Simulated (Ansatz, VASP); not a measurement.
**SiNi: VASP beside Ansatz**

The input INCAR:

```
SYSTEM = SiNi
  PREC = Accurate
  ENCUT = 600
  EDIFF = 1E-7
  ISMEAR = 0
  SIGMA = 0.05
  LREAL = .FALSE.
  LASPH = .TRUE.
  NELM = 80
  ALGO = Normal
  ISIF = 3
  LWAVE = .FALSE.
  LCHARG = .FALSE.
  GGA = CA
  IBRION = 2
  NSW = 80
  EDIFFG = -0.01
```

KPOINTS

```
regular mesh
0
G
  8 10 6
  0 0 0
```

POSCAR

```
SiNi
1.0
    5.1731000000      0.0000000000      0.0000000000
    0.0000000000      3.3381000000      0.0000000000
    0.0000000000      0.0000000000      5.6049000000
Si Ni
4 4
Direct
    0.3212800000      0.7500000000      0.0825000000
    0.1787200000      0.2500000000      0.5825000000
    0.8212800000      0.7500000000      0.4175000000
    0.6787200000      0.2500000000      0.9175000000
    0.0077900000      0.2500000000      0.1875200000
    0.4922100000      0.7500000000      0.6875200000
    0.5077900000      0.2500000000      0.3124800000
    0.9922100000      0.7500000000      0.8124800000
```

Input for Ansatz:

```yaml
crystal:
  lattice:
    - [5.1731, 0.0, 0.0]
    - [0.0, 3.3381, 0.0]
    - [0.0, 0.0, 5.6049]
  atoms:
    - { symbol: Si, position: [0.32128, 0.75, 0.0825] }
    - { symbol: Si, position: [0.17872, 0.25, 0.5825] }
    - { symbol: Si, position: [0.82128, 0.75, 0.4175] }
    - { symbol: Si, position: [0.67872, 0.25, 0.9175] }
    - { symbol: Ni, position: [0.00779, 0.25, 0.18752] }
    - { symbol: Ni, position: [0.49221, 0.75, 0.68752] }
    - { symbol: Ni, position: [0.50779, 0.25, 0.31248] }
    - { symbol: Ni, position: [0.99221, 0.75, 0.81248] }
scf:
  occupations: { method: gaussian, width: 0.05 }
output:
  forces: true
  stress: true
  eigenvalues: true
  write_density: true
  write_potential: true
  elf: true
  volumetric_format: npy
kpoints:
  mp_grid: { grid: [8, 10, 6] }
hamiltonian:
  xc: lda
relax:
  f_tol: 0.01
  adjacent_minimum: "off"
  cell: { stress_tol: 0.05 }
```

Alike in both runs: task relaxation of cell and atoms; functional LDA; k mesh 8 × 10 × 6; occupations gaussian, width 0.05 eV; no spin polarisation.

|  | VASP | Ansatz |
| --- | --- | --- |
| version | VASP 6.6.1 | Ansatz 0.2.0 |
| potentials or method | VASP PAW LDA potentials, release 64 (Si, Ni) | scalar-relativistic, plane waves, PAW |
| plane-wave cutoff (eV) | 600 | 420 |
| valence electrons in the cell | 56 | 88 |

VASP gave:

| Item | Value |
| --- | --- |
| gap on the k mesh at the Fermi level, each at its own relaxed structure (eV) | none |
| relaxed volume (Å³/atom) | 11.53 |
| relaxed cell length with the largest relative difference (Å) | 5.486 |

Q: Estimate Ansatz's values.

A: gap on the k mesh at the Fermi level, each at its own relaxed structure (eV): none; relaxed volume (Å³/atom): 11.52; relaxed cell length with the largest relative difference (Å): 5.482.

LDA's correlation is that of Perdew and Zunger in VASP and of Perdew and Wang (1992) in Ansatz. A gap of «none» marks a metal or a gap that the smearing closes. VASP's potentials hold 56 valence electrons a cell and Ansatz's 88, so a difference there can come from the potentials and not from the codes.
